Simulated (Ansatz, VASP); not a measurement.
**Two plane-wave programs on NaH**

```
Na H
1.0
     0.00000    2.39120    2.44000
     2.39120    0.00000    2.44000
     2.39120    2.39120    0.00000
Na H
1 1
Cartesian
  0.0000 0.0000 0.0000
  2.3912 2.3912 2.4400
```

Change from the starting cell: equal xx and yy strain of -2 %, PAW files.

Alike in both runs: task electric field gradients; functional PBEsol; k mesh 9 × 9 × 9; occupations fermi-dirac, width 0.03 eV; no spin polarisation.

|  | VASP | Ansatz |
| --- | --- | --- |
| version | VASP 6.6.1 | Ansatz 0.2.0 |
| potentials or method | VASP PAW PBE potentials, release 64 (Na_pv, H) | PAW with Ansatz's default frozen-core files, scalar-relativistic |
| plane-wave cutoff (eV) | 400 | 420 |
| valence electrons in the cell | 8 | 10 |

Ansatz gave:

| Item | Value |
| --- | --- |
| gap on the k mesh at the Fermi level (eV) | 3.87 |
| pressure (GPa) | -0.3 |
| traceless stress, the component that is largest in VASP (GPa) | -0.43 |
| size of Vzz on the site where it differs most (V/Å²) | 1.6 |

Problem. What did VASP give for the same quantities?

Solution. gap on the k mesh at the Fermi level (eV): 3.86; pressure (GPa): -0.8; traceless stress, the component that is largest in VASP (GPa): -0.44; size of Vzz on the site where it differs most (V/Å²): 1.9.

VASP's potentials were made for PBE, not for PBEsol. VASP's potentials hold 8 valence electrons a cell and Ansatz's 10, so a difference there can come from the potentials and not from the codes.
